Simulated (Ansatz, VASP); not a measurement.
Given: the input of a run of VASP 6.6.1 on InSe.

The input INCAR:

```
SYSTEM = InSe
ALGO     = Normal         ! electronic algorithm
EDIFF    = 1E-6           ! SCF threshold, eV
ENCUT    = 520            ! plane-wave cutoff, eV
GGA      = PS             ! functional
ISIF     = 2              ! what is computed and relaxed
ISMEAR   = -1             ! smearing method
LASPH    = .True.         ! aspherical terms in the spheres
LCHARG   = .False.        ! write CHGCAR
LREAL    = .False.        ! projectors in reciprocal space
LWAVE    = .False.        ! write WAVECAR
NBANDS   = 27             ! bands
NELM     = 80             ! most SCF steps
PREC     = Accurate       ! precision mode
SIGMA    = 0.05           ! smearing width, eV
```

Contents of KPOINTS:

```
k-points
0
Gamma
  7 7 6
  0 0 0
```

File POSCAR:

```
InSe
1.0
    5.7074535273     -2.0127055746      0.0000000000
    5.7074535273      2.0127055746      0.0000000000
   -1.6880551226      0.0000000000      4.6739460813
In Se
2 2
Direct
    0.8882032500      0.8882032500      0.0468413600
    0.1117967500      0.1117967500      0.9531586400
    0.6609275900      0.6609275900      0.6689556200
    0.3390724100      0.3390724100      0.3310443800
```

Potentials or basis: VASP PAW PBE potentials, release 64 (In_d, Se).

Run with:

```console
$ cat potpaw_PBE.64/In_d/POTCAR potpaw_PBE.64/Se/POTCAR > POTCAR
$ mpirun -np 1 vasp_std > vasp.out
```

Task: Set up the same calculation for Ansatz 0.2.0. Potentials there: Ansatz PAW.

Result: As run (the cutoff follows the program's own potentials):

input.yaml

```yaml
crystal:
  lattice:
    - [5.7074535273, -2.0127055746, 0.0]
    - [5.7074535273, 2.0127055746, 0.0]
    - [-1.6880551226, 0.0, 4.6739460813]
  atoms:
    - { symbol: In, position: [0.88820325, 0.88820325, 0.04684136] }
    - { symbol: In, position: [0.11179675, 0.11179675, 0.95315864] }
    - { symbol: Se, position: [0.66092759, 0.66092759, 0.66895562] }
    - { symbol: Se, position: [0.33907241, 0.33907241, 0.33104438] }
hamiltonian:
  xc: pbesol
  pseudopotentials: { kind: paw }
kpoints:
  mp_grid: { grid: [7, 7, 6] }
scf:
  occupations: { method: fermi_dirac, width: 0.05 }
output:
  forces: true
  stress: true
  eigenvalues: true
```

Potentials or basis: Ansatz PAW.

Launch:

```bash
$ ansatz run input.yaml --threads 1 --pin off --max-ram 3584MiB --backend cpu --events-out ev --progress --plain --runs-dir out
```

Both were run:

|  | VASP | Ansatz | Ansatz less VASP |
| --- | --- | --- | --- |
| gap on the k mesh at the Fermi level (eV) | 1.17 | 1.18 | +0.010 |
| least direct gap on the mesh (eV) | 1.35 | 1.35 | +0.008 |
| pressure (GPa) | 2.4 | 2.3 | -0.10 |
| traceless stress, the component that is largest in VASP (GPa) | -0.35 | -0.34 | +0.008 |
| rms of the force components (eV/Å) | 0.273 | 0.262 | -0.0115 |

VASP's potentials were made for PBE, not for PBEsol. Atom by atom the forces differ by 0.013 eV/Å (rms over components). VASP's potentials hold 38 valence electrons a cell and Ansatz's 58, so a difference there can come from the potentials and not from the codes.

Noted on Ansatz's run: odd divisions of the mesh miss points on the zone boundary, where band edges often lie, so the gap on the mesh can be too wide.
